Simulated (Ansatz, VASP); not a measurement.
## Two plane-wave programs on MgSe

INCAR

```
ALGO = Normal
EDIFF = 1E-6
ENCUT = 600
GGA = PS
GGA_COMPAT = F
ISIF = 2
ISMEAR = 0
LASPH = T
LCHARG = T
LELF = T
LREAL = F
LVHAR = T
LWAVE = F
NBANDS = 11
NELM = 120
PREC = Accurate
SIGMA = 0.05
```

The input KPOINTS:

```
k-points
0
Gamma
  8 8 8
```

POSCAR

```
MgSe
1.0
    0.0000000000      2.7248600115      2.7248600115
    2.7248600115      0.0000000000      2.7248600115
    2.7248600115      2.7248600115      0.0000000000
Mg Se
1 1
Direct
    0.0000000000      0.0000000000      0.0000000000
    0.5000000000      0.5000000000      0.5000000000
```

Input for Ansatz:

```yaml
crystal:
  lattice:
    - [0.0, 2.7248600115, 2.7248600115]
    - [2.7248600115, 0.0, 2.7248600115]
    - [2.7248600115, 2.7248600115, 0.0]
  atoms:
    - { symbol: Mg, position: [0.0, 0.0, 0.0] }
    - { symbol: Se, position: [0.5, 0.5, 0.5] }
basis:
  ecutwfc: 420
  ecutrho_ratio: 4
kpoints:
  mp_grid: { grid: [8, 8, 8] }
hamiltonian:
  xc: pbesol
scf:
  occupations: { method: gaussian, width: 0.05 }
output:
  forces: true
  stress: true
  eigenvalues: true
```

Alike in both runs: task single point; functional PBEsol; k mesh 8 × 8 × 8; occupations gaussian, width 0.05 eV; no spin polarisation.

|  | VASP | Ansatz |
| --- | --- | --- |
| version | VASP 6.6.1 | Ansatz 0.2.0 |
| potentials or method | VASP PAW PBE potentials, release 64 (Mg, Se), cutoff 600 eV | scalar-relativistic, plane waves, PAW |
| valence electrons in the cell | 8 | 26 |

|  | VASP | Ansatz | Ansatz less VASP |
| --- | --- | --- | --- |
| gap on the k mesh at the Fermi level (eV) | 1.76 | 1.78 | +0.013 |
| least direct gap on the mesh (eV) | 2.50 | 2.50 | -0.001 |
| pressure (GPa) | -0.1 | 0.0 | +0.05 |

VASP's potentials were made for PBE, not for PBEsol. VASP's potentials hold 8 valence electrons a cell and Ansatz's 26, so a difference there can come from the potentials and not from the codes.
